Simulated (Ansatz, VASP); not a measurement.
This is a calculation of Ir for Ansatz 0.2.0.

Contents of input.yaml:

```yaml
crystal:
  lattice:
    - [0.0, 1.9156, 1.9156]
    - [1.9156, 0.0, 1.9156]
    - [1.9156, 1.9156, 0.0]
  atoms:
    - { symbol: Ir, position: [0.0, 0.0, 0.0] }
kpoints:
  mp_grid: { grid: [12, 12, 12] }
scf:
  occupations: { method: fermi_dirac, width: 0.05 }
hamiltonian:
  xc: revpbe
  dispersion: d4
  pseudopotentials: { kind: all_electron, lapw: { basis_error: 0.001 } }
output:
  forces: true
  stress: true
relax:
  f_tol: 0.005
  max_steps: 60
  cell: {}
```

Potentials or basis: all-electron LAPW, scalar-relativistic.

Command:

```console
$ ansatz run input.yaml --threads 1 --pin off --max-ram 3072MiB --backend cpu --events-out ev --progress --plain --runs-dir out
```

Set up the same calculation for VASP 6.6.1. Potentials there: VASP PAW PBE potentials, release 64 (Ir).

As run (the cutoff follows the program's own potentials):

Contents of INCAR:

```
PREC = Accurate
ENCUT = 500
EDIFF = 1E-7
ISMEAR = -1
SIGMA = 0.05
LREAL = F
LASPH = T
NELM = 120
ALGO = Normal
ISIF = 3
LWAVE = F
LCHARG = F
GGA = RE
IVDW = 13
IBRION = 2
NSW = 80
EDIFFG = -0.005
GGA_COMPAT = F
NELMIN = 4
```

File KPOINTS:

```
regular mesh
0
Gamma
  12 12 12
```

File POSCAR:

```
Ir
1.0
    0.0000000000      1.9156000000      1.9156000000
    1.9156000000      0.0000000000      1.9156000000
    1.9156000000      1.9156000000      0.0000000000
Ir
1
Direct
    0.0000000000      0.0000000000      0.0000000000
```

Potentials or basis: VASP PAW PBE potentials, release 64 (Ir).

Launch:

```sh
$ cat potpaw_PBE.64/Ir/POTCAR > POTCAR
$ mpirun -np 1 vasp_std > vasp.out
```

Both were run:

|  | VASP | Ansatz | Ansatz less VASP |
| --- | --- | --- | --- |
| relaxed volume (Å³/atom) | 14.00 | 13.98 | -0.019 |
| relaxed cell length with the largest relative difference (Å) | 2.705 | 2.704 | -0.0012 |

VASP's potentials were made for PBE, not for revPBE. Ansatz ran all-electron here, and VASP with PAW potentials.

Neither program's run includes spin-orbit coupling.
